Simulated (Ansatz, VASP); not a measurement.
Two plane-wave programs on MnS

```
CELL_PARAMETERS angstrom
3.00955 0.05391 -0.00232
0.05391 3.05967 0.00297
-0.00232 0.00297 3.03399
ATOMIC_POSITIONS crystal
Mn 0.49197 0.45499 0.49450
S 0.99185 0.02757 0.00652
```

Alike in both runs: task single point; functional PBEsol; k mesh 7 × 6 × 7; occupations methfessel-paxton of order 1, width 0.1 eV; collinear spin; Hubbard terms Mn d U = 2.9 eV, J = 0.9 eV.

```csv
,VASP,Ansatz
version,VASP 6.6.1,Ansatz 0.2.0
potentials or method,"VASP PAW PBE potentials, release 64 (Mn_pv, S), cutoff 520 eV","plane waves, PAW"
valence electrons in the cell,19,21
```

VASP gave:

- pressure (GPa): 11.1
- traceless stress, the component that is largest in VASP (GPa): -0.87
- rms of the force components (eV/Å): 0.239
- net moment per atom (μB): 2.07
- size of the moment on the site where the two differ most (μB): 4.00

Q: Which values does Ansatz return?

A: Pressure (GPa): 10.5; traceless stress, the component that is largest in VASP (GPa): -0.65; rms of the force components (eV/Å): 0.211; net moment per atom (μB): 2.04; size of the moment on the site where the two differ most (μB): 3.82.

VASP's potentials were made for PBE, not for PBEsol. Site moments also hang on the region over which each program counts them. The programs project onto different local orbitals, so the same U acts differently, and such runs can settle in different states. Atom by atom the forces differ by 0.029 eV/Å (rms over components). VASP's potentials hold 19 valence electrons a cell and Ansatz's 21, so a difference there can come from the potentials and not from the codes. Ansatz's warnings: filled band counts differ across k points, stability check not made, stress scf threshold loose.
